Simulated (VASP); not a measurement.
Input of a VASP 6.6.1 run:

INCAR

```
PREC = Accurate
ENCUT = 520
EDIFF = 1E-8
ISMEAR = -1
SIGMA = 0.03
LREAL = False
LASPH = True
NELM = 100
ALGO = Normal
ISIF = 2
LWAVE = False
LCHARG = False
GGA = PE
LEFG = True
NBANDS = 33
```

Contents of KPOINTS:

```
regular mesh
0
Gamma
  5 5 8
```

Contents of POSCAR:

```
TaN
1.0
    5.2368492484      0.0000000000      0.0000000000
   -2.6184246242      4.5352444848      0.0000000000
    0.0000000000      0.0000000000      2.9080000000
Ta N
3 3
Direct
    0.0000000000      0.0000000000      0.0000000000
    0.3333333333      0.6666666667      0.5000000000
    0.6666666667      0.3333333333      0.5000000000
    0.5000000000      0.0000000000      0.0000000000
    0.5000000000      0.5000000000      0.0000000000
    0.0000000000      0.5000000000      0.0000000000
```

Potentials or basis: VASP PAW PBE potentials, release 64 (Ta_pv, N).

The run is started by

```console
$ cat potpaw_PBE.64/Ta_pv/POTCAR potpaw_PBE.64/N/POTCAR > POTCAR
$ mpirun -np 1 vasp_std > vasp.out
```

(1) Predict the pressure.

(2) Predict the band gap on the k mesh.

Results:

(1) 5.3 GPa.

(2) zero (band 24 reaches 8.88 eV, above the bottom of band 25 at 6.78 eV).

Caveat: the cell differs from its parent crystal (equal xx and yy strain of +1 %); without QUAD_EFG the Cq values of the log hold for a quadrupole moment of 1 mb, not for the nuclei; spin-orbit coupling is left out, which moves the levels of the heavy elements.
